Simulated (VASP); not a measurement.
Write the native input for VASP 6.6.1 that does the following.

* Task: single point
* Functional: PBEsol
* Potentials or basis: VASP PAW PBE potentials, release 64 (Cd, Se)
* Cutoff: 520 eV
* k mesh: 10 × 10 × 10
* Occupations: gaussian, width 0.05 eV
* Spin: no spin polarisation
* Dipole correction: no
* Further INCAR settings: ALGO = Normal; EDIFF = 1e-06; NBANDS = 16

The structure of CdSe lies in POSCAR:

```
CdSe
1.0
    0.0000000000      3.0672877974      3.0672877974
    3.0672877974      0.0000000000      3.0672877974
    2.9094247187      2.9094247187      0.1578630786
Cd Se
1 1
Direct
    0.0000000000      0.0000000000      0.0000000000
    0.7500000000      0.7500000000      0.7500000000
```

These files were run (other wordings do the same):

INCAR

```
SYSTEM = CdSe
  PREC = Accurate
  ENCUT = 520
  EDIFF = 1E-6
  ISMEAR = 0
  SIGMA = 0.05
  LREAL = .False.
  LASPH = .True.
  NELM = 100
  ALGO = Normal
  ISIF = 2
  LWAVE = .False.
  LCHARG = .False.
  GGA = PS
  NBANDS = 16
```

KPOINTS

```
Automatic mesh
0
Gamma
  10 10 10
  0 0 0
```

Potentials or basis: VASP PAW PBE potentials, release 64 (Cd, Se).

Run with:

```sh
$ cat potpaw_PBE.64/Cd/POTCAR potpaw_PBE.64/Se/POTCAR > POTCAR
$ mpirun -np 1 vasp_std > vasp.out
```

It gave:

| Property | Result |
| --- | --- |
| Pressure | 4.4 GPa |
| Largest force | 1.020 eV/Å |
| Band gap on the k mesh | 0.55 eV, direct |

Caveat: the PAW data sets were made with another functional, which shifts forces and pressure a little.

Wall time 32 s on 1 thread of Intel(R) Xeon(R) Platinum 8559C (Emerald Rapids), on a shared host, peak memory 0.24 GiB.
